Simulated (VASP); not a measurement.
Input of a VASP 6.6.1 run:

The input INCAR:

```
SYSTEM = Mg
ALGO = Fast
EDIFF = 1E-6
EDIFFG = -0.004
ENCUT = 600
GGA = PS
IBRION = 2
ISIF = 3
ISMEAR = 0
LASPH = .TRUE.
LCHARG = .FALSE.
LREAL = .FALSE.
LWAVE = .FALSE.
NELM = 100
NSW = 70
PREC = Accurate
PSTRESS = 9.999999999999999e-06
SIGMA = 0.1
```

Contents of KPOINTS:

```
k-points
0
G
  28 28 28
  0 0 0
```

File POSCAR:

```
Mg
1.0
   -1.6548597374      1.6548597374      1.6548597374
    1.6548597374     -1.6548597374      1.6548597374
    1.6548597374      1.6548597374     -1.6548597374
Mg
1
Direct
    0.0000000000      0.0000000000      0.0000000000
```

Potentials or basis: VASP PAW PBE potentials, release 64 (Mg).

Launch:

```sh
$ cat potpaw_PBE.64/Mg/POTCAR > POTCAR
$ mpirun -np 1 vasp_std > vasp.out
```

Q: What does it give for the space group after relaxing (to 0.1 Å)?

A: Im-3m (No. 229).

Q: Predict the relaxed cell.

A: a = 3.077 Å, b = 3.077 Å, c = 3.077 Å, α = 109.47°, β = 109.47°, γ = 109.47°.

Final structure:
```cif
data_structure
_symmetry_space_group_name_H-M 'P 1'
_symmetry_Int_Tables_number 1
_cell_length_a 3.0772
_cell_length_b 3.0772
_cell_length_c 3.0772
_cell_angle_alpha 109.471
_cell_angle_beta 109.471
_cell_angle_gamma 109.471
_cell_volume 22.43
loop_
_atom_site_label
_atom_site_type_symbol
_atom_site_fract_x
_atom_site_fract_y
_atom_site_fract_z
_atom_site_occupancy
Mg1 Mg 0.00000 0.00000 0.00000 1
```
